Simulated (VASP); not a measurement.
# SiC (P6_3mc) in VASP: further runs

SiC is run at these levels: LDA, r2SCAN; tasks: single point.

Program: VASP 6.6.1. These are calculated values, not measurements. Logs are shortened: lines on timing, memory, paths and dates and some standing lists are left out, and cuts for length are marked.

### Step 1. The cell of the first run

It takes space group P6_3mc (No. 186, hexagonal). Conventional cell: a = 3.059 Å, b = 3.059 Å, c = 15.011 Å, α = 90.00°, β = 90.00°, γ = 120.00°. Within 2.5 Å of Si (site symmetry 3m) lie 4 C at 1.87 to 1.88 Å. Si (site symmetry 3m) has 4 C at 1.87 to 1.88 Å within 2.5 Å. Within 2.5 Å of Si (site symmetry 3m) lie 4 C at 1.87 to 1.88 Å. Within 2.5 Å of C (site symmetry 3m) lie 4 Si at 1.87 to 1.88 Å. C (site symmetry 3m) has 4 Si at 1.87 to 1.88 Å within 2.5 Å. C (site symmetry 3m) has 4 Si at 1.87 to 1.88 Å within 2.5 Å.

### Step 2. Single point, LDA

INCAR reads:

```
SYSTEM = SiC
ALGO = Normal
EDIFF = 1E-6
ENCUT = 520
GGA = CA
ISIF = 2
ISMEAR = 0
LASPH = .TRUE.
LCHARG = .FALSE.
LREAL = .FALSE.
LWAVE = .FALSE.
NBANDS = 36
NELM = 100
PREC = Accurate
SIGMA = 0.01
```

KPOINTS reads:

```
k-points
0
G
  14 14 3
  0 0 0
```

POSCAR reads:

```
SiC
1.0
    3.0592483347      0.0000000000      0.0000000000
   -1.5296241673      2.6493867743      0.0000000000
    0.0000000000      0.0000000000     15.0107787099
Si C
6 6
Direct
    0.0000000000      0.0000000000     -0.0002767419
    0.0000000000      0.0000000000      0.4997232581
    0.3333333333      0.6666666667      0.1665018035
    0.6666666667      0.3333333333      0.6665018035
    0.6666666667      0.3333333333      0.3329913030
    0.3333333333      0.6666666667      0.8329913030
    0.3333333333      0.6666666667      0.0415110604
    0.6666666667      0.3333333333      0.5415110604
    0.6666666667      0.3333333333      0.2080027265
    0.3333333333      0.6666666667      0.7080027265
    0.0000000000      0.0000000000      0.3743698486
    0.0000000000      0.0000000000      0.8743698486
```

Potentials or basis: VASP PAW LDA potentials, release 64 (Si, C).

Launch:

```sh
cat potpaw_LDA.64/Si/POTCAR potpaw_LDA.64/C/POTCAR > POTCAR
mpirun -np 1 vasp_std > vasp.out
```

OUTCAR:

```text
SYSTEM = SiC
   EDIFF = 1E-6
   ENCUT = 520
   GGA = CA
   ISIF = 2
   ISMEAR = 0
   LASPH = .TRUE.
   LREAL = .FALSE.
   NELM = 100
   PREC = Accurate

 ion  position               nearest neighbor table
   1  0.000  0.000  1.000-   7 1.87   7 1.87   7 1.87  12 1.88   6 3.06   6 3.06   6 3.06   3 3.06
                             3 3.06   3 3.06
   2  0.000  0.000  0.500-   8 1.87   8 1.87   8 1.87  11 1.88   5 3.06   5 3.06   5 3.06   4 3.06
                             4 3.06   4 3.06
   3  0.333  0.667  0.167-   9 1.87   9 1.87   9 1.87   7 1.88   5 3.06   5 3.06   5 3.06   1 3.06
                             1 3.06   1 3.06
   4  0.667  0.333  0.667-  10 1.87  10 1.87  10 1.87   8 1.88   6 3.06   6 3.06   6 3.06   2 3.06
                             2 3.06   2 3.06
   5  0.667  0.333  0.333-  11 1.87  11 1.87  11 1.87   9 1.88   3 3.06   3 3.06   3 3.06   2 3.06
                             2 3.06   2 3.06
   6  0.333  0.667  0.833-  12 1.87  12 1.87  12 1.87  10 1.88   4 3.06   4 3.06   4 3.06   1 3.06
                             1 3.06   1 3.06
   7  0.333  0.667  0.042-   1 1.87   1 1.87   1 1.87   3 1.88
   8  0.667  0.333  0.542-   2 1.87   2 1.87   2 1.87   4 1.88
   9  0.667  0.333  0.208-   3 1.87   3 1.87   3 1.87   5 1.88
  10  0.333  0.667  0.708-   4 1.87   4 1.87   4 1.87   6 1.88
  11  0.000  0.000  0.374-   5 1.87   5 1.87   5 1.87   2 1.88
  12  0.000  0.000  0.874-   6 1.87   6 1.87   6 1.87   1 1.88

  LATTYP: Found a hexagonal cell.
 ALAT       =     3.0592483347
 C/A-ratio  =     4.9066885286

  Lattice vectors:

 A1 = (   3.0592483347,   0.0000000000,   0.0000000000)
 A2 = (  -1.5296241673,   2.6493867743,   0.0000000000)
 A3 = (   0.0000000000,   0.0000000000,  15.0107787099)

Analysis of symmetry for initial positions (statically):
=====================================================================
 Subroutine PRICEL returns:
 Original cell was already a primitive cell.

 Routine SETGRP: Setting up the symmetry group for a
 hexagonal supercell.

 Subroutine GETGRP returns: Found 12 space group operations
 (whereof  6 operations were pure point group operations)
 out of a pool of 24 trial point group operations.

The static configuration has the point symmetry C_3v.
 The point group associated with its full space group is C_6v.

Analysis of symmetry for dynamics (positions and initial velocities):
=====================================================================
 Subroutine PRICEL returns:
 Original cell was already a primitive cell.

 Routine SETGRP: Setting up the symmetry group for a
 hexagonal supercell.

 Subroutine GETGRP returns: Found 12 space group operations
 (whereof  6 operations were pure point group operations)
 out of a pool of 24 trial point group operations.

The dynamic configuration has the point symmetry C_3v.
 The point group associated with its full space group is C_6v.

 Subroutine INISYM returns: Found 12 space group operations
 (whereof  6 operations are pure point group operations),
 and found     1 'primitive' translations

----------------------------------------------------------------------------------------

                                     Primitive cell

  volume of cell :     121.6643

  direct lattice vectors                    reciprocal lattice vectors
     3.059248335  0.000000000  0.000000000     0.326877681  0.188722917  0.000000000
    -1.529624167  2.649386774  0.000000000     0.000000000  0.377445834  0.000000000
     0.000000000  0.000000000 15.010778710     0.000000000  0.000000000  0.066618796

  length of vectors
     3.059248335  3.059248335 15.010778710     0.377445834  0.377445834  0.066618796

  position of ions in fractional coordinates (direct lattice)
     0.000000000  0.000000000  0.999723258
     0.000000000  0.000000000  0.499723258
     0.333333333  0.666666667  0.166501803
     0.666666667  0.333333333  0.666501803
     0.666666667  0.333333333  0.332991303
     0.333333333  0.666666667  0.832991303
     0.333333333  0.666666667  0.041511060
     0.666666667  0.333333333  0.541511060
     0.666666667  0.333333333  0.208002726
     0.333333333  0.666666667  0.708002726
     0.000000000  0.000000000  0.374369849
     0.000000000  0.000000000  0.874369849

  ion indices of the primitive-cell ions
   primitive index   ion index
                 1           1
                 2           2
                 3           3
                 4           4
                 5           5
                 6           6
                 7           7
                 8           8
                 9           9
                10          10
                11          11
                12          12

----------------------------------------------------------------------------------------

 KPOINTS: k-points

Automatic generation of k-mesh.
 Grid dimensions read from file:
 generate k-points for:   14   14    3

 Generating k-lattice:

  Cartesian coordinates                     Fractional coordinates (reciprocal lattice)
     0.023348406  0.013480208  0.000000000     0.071428571  0.000000000  0.000000000
     0.000000000  0.026960417  0.000000000     0.000000000  0.071428571  0.000000000
     0.000000000  0.000000000  0.022206265     0.000000000  0.000000000  0.333333333

  Length of vectors
     0.026960417  0.026960417  0.022206265

  Shift w.r.t. Gamma in fractional coordinates (k-lattice)
     0.000000000  0.000000000  0.000000000

 Subroutine IBZKPT returns following result:
 ===========================================

 Found     48 irreducible k-points:

 Following reciprocal coordinates:
            Coordinates               Weight
  0.000000  0.000000  0.000000      1.000000
  0.071429  0.000000  0.000000      6.000000
  0.142857  0.000000  0.000000      6.000000
  0.214286  0.000000  0.000000      6.000000
  0.285714  0.000000  0.000000      6.000000
  0.357143  0.000000  0.000000      6.000000
[... 16 lines left out ...]
  0.285714  0.285714  0.000000      6.000000
  0.357143  0.285714  0.000000      6.000000
 [... further k-points ...]
   k-points           NKPTS =     48   k-points in BZ     NKDIM =     48   number of bands    NBANDS=     36
   number of dos      NEDOS =    301   number of ions     NIONS =     12
   total plane-waves  NPLWV =  64512
   dimension x,y,z NGX =    24 NGY =   24 NGZ =  112
   dimension x,y,z NGXF=    48 NGYF=   48 NGZF=  224
   ions per type =               6   6
   NGX,Y,Z   is equivalent  to a cutoff of  13.04, 13.04, 12.40 a.u.
   NGXF,Y,Z  is equivalent  to a cutoff of  26.08, 26.08, 24.81 a.u.
 SYSTEM =  SiC
   PREC   = accura    normal or accurate (medium, high low for compatibility)
   ISTART =      0    job   : 0-new  1-cont  2-samecut
   ICHARG =      2    charge: 1-file 2-atom 10-const
   ISPIN  =      1    spin polarized calculation?
   LNONCOLLINEAR =      F non collinear calculations
   LSORBIT =      F    spin-orbit coupling
   LASPH  =      T    aspherical Exc in radial PAW
   ENCUT  =  520.0 eV  38.22 Ry    6.18 a.u.   5.69  5.69 27.91*2*pi/ulx,y,z
   NELM   =    100;   NELMIN=  2; NELMDL= -5     # of ELM steps
   EDIFF  = 0.1E-05   stopping-criterion for ELM
   LREAL  =      F    real-space projection
   EDIFFG = 0.1E-04   stopping-criterion for IOM
   NSW    =      0    number of steps for IOM
   IBRION =     -1    ionic relax: 0-MD 1-quasi-New 2-CG
   NFREE  =      0    steps in history (QN), initial steepest desc. (CG)
   ISIF   =      2    stress and relaxation
   ISYM   =      2    0-nonsym 1-usesym 2-fastsym
   POTIM  = 0.5000    time-step for ionic-motion
   TEBEG  =    0.0;   TEEND  =   0.0 temperature during run
   PSTRESS=    0.0 pullay stress
   NELECT =      48.0000    total number of electrons
   NUPDOWN=      -1.0000    fix difference up-down
   EMIN   =  10.00;   EMAX   =-10.00  energy-range for DOS
   EFERMI =   0.00;   METHOD = LEGACY
   ISMEAR =     0;   SIGMA  =   0.01  broadening in eV -4-tet -1-fermi 0-gaus
   EFERMI_NEDOS =   21; number of points for ismear=-14 and -15
   IALGO  =     38    algorithm
   IMIX   =      4    mixing-type and parameters
     AMIX     =   0.40;   BMIX     =  1.00
     AMIX_MAG =   1.60;   BMIX_MAG =  1.00
  volume/ion in A,a.u.               =      10.14        68.42
  Fermi-wavevector in a.u.,A,eV,Ry     =   1.200699  2.268992 19.615220  1.441678
  Thomas-Fermi vector in A             =   2.336528
   LORBIT       =      0    0 simple, 1 ext, 2 COOP (PROOUT), +10 PAW based schemes
   GGA     = CA    functional components
   LHFCALC =     F    Hartree Fock is set to
   AEXX    =    0.0000 exact exchange contribution
   IVDW    =     0    specifies the selected vdW correction
   LEPSILON=     F    determine dielectric tensor
   LRPA    =     F    only Hartree local field effects (RPA)
 non-spin polarized calculation
 Gauss-broadening in eV      SIGMA  =   0.01
  energy-cutoff  :      520.00
  volume of cell :      121.66
 maximum number of plane-waves:      3319
 NGX is ok and might be reduce to    24
   NGX = 11   NGY = 11   NGZ = 55

 number of electron      47.9999996 magnetization

 Free energy of the ion-electron system (eV)
  ---------------------------------------------------
  ext. energy  EPLUGINS =         0.00000000
  ---------------------------------------------------
  free energy    TOTEN  =       -99.86918064 eV

  energy without entropy =      -99.86918064  energy(sigma->0) =      -99.86918064

 E-fermi :   8.4304     XC(G=0): -11.6409

 val. band max:        8.3391510642   @ k =   0.0000   0.0000   0.0000
 cond. band min:      10.3049893348   @ k =   0.5000   0.0000   0.0000
 fundamental gap:      1.9658382706
 Fermi energy:         8.4304351419

 k-point     1 :       0.0000    0.0000    0.0000
  band No.  band energies     occupation
      1      -7.1884      2.00000
      2      -6.6563      2.00000
      3      -6.6206      2.00000
      4      -5.0878      2.00000
      5      -5.0596      2.00000
      6      -3.4939      2.00000
[... 28 lines left out ...]
     35      15.7333      0.00000
     36      15.8067      0.00000
[... 866 lines left out ...]
      6      -2.1645      2.00000
[... 28 lines left out ...]
     35      17.5864      0.00000
     36      17.6189      0.00000

 [... further k-points ...]
[... 5 lines left out ...]
  --------------------------------------------------------------------------------------
  -------------------------------------------------------------------------------------
  Total        0.3061590      0.3061590      0.3112763      0.0000000      0.0000000      0.0000000
  in kB        4.0317559      4.0317559      4.0991451      0.0000000      0.0000000      0.0000000
  external PRESSURE =       4.0542190 kB  Pullay stress =       0.0000000 kB

 VOLUME and BASIS-vectors are now :
 -----------------------------------------------------------------------------
  energy-cutoff  :      520.00
  volume of cell :      121.66
      direct lattice vectors                 reciprocal lattice vectors
     3.059248335  0.000000000  0.000000000     0.326877681  0.188722917  0.000000000
    -1.529624167  2.649386774  0.000000000     0.000000000  0.377445834  0.000000000
     0.000000000  0.000000000 15.010778710     0.000000000  0.000000000  0.066618796

 POSITION                                       TOTAL-FORCE (eV/Angst)
 -----------------------------------------------------------------------------------
      0.00000      0.00000     15.00662        -0.000000      0.000000      0.001054
      0.00000      0.00000      7.50124         0.000000      0.000000      0.001054
     -0.00000      1.76626      2.49932        -0.000000      0.000000     -0.000234
      1.52962      0.88313     10.00471         0.000000     -0.000000     -0.000234
      1.52962      0.88313      4.99846         0.000000      0.000000     -0.001241
     -0.00000      1.76626     12.50385        -0.000000     -0.000000     -0.001241
     -0.00000      1.76626      0.62311        -0.000000      0.000000      0.000361
      1.52962      0.88313      8.12850         0.000000     -0.000000      0.000361
      1.52962      0.88313      3.12228         0.000000      0.000000     -0.000160
     -0.00000      1.76626     10.62767         0.000000      0.000000     -0.000160
      0.00000      0.00000      5.61958        -0.000000      0.000000      0.000220
      0.00000      0.00000     13.12497        -0.000000      0.000000      0.000220
 -----------------------------------------------------------------------------------
    total drift:                               -0.000000     -0.000000      0.000388

  FREE ENERGIE OF THE ION-ELECTRON SYSTEM (eV)
  ---------------------------------------------------
  free  energy   TOTEN  =       -99.8691806384 eV

  energy  without entropy=      -99.8691806384  energy(sigma->0) =      -99.86918064
```

It took 3.6 min on 1 thread of Intel Xeon 6975P-C, shared host; peak memory 0.29 GiB.

What came out:

```
Free energy            : -99.8692 eV
Pressure               : 0.4 GPa
Band gap on the k mesh : 1.97 eV, indirect (least direct gap 3.07 eV)
```

A k mesh can miss the band edges.

[end of part 1 of 2]
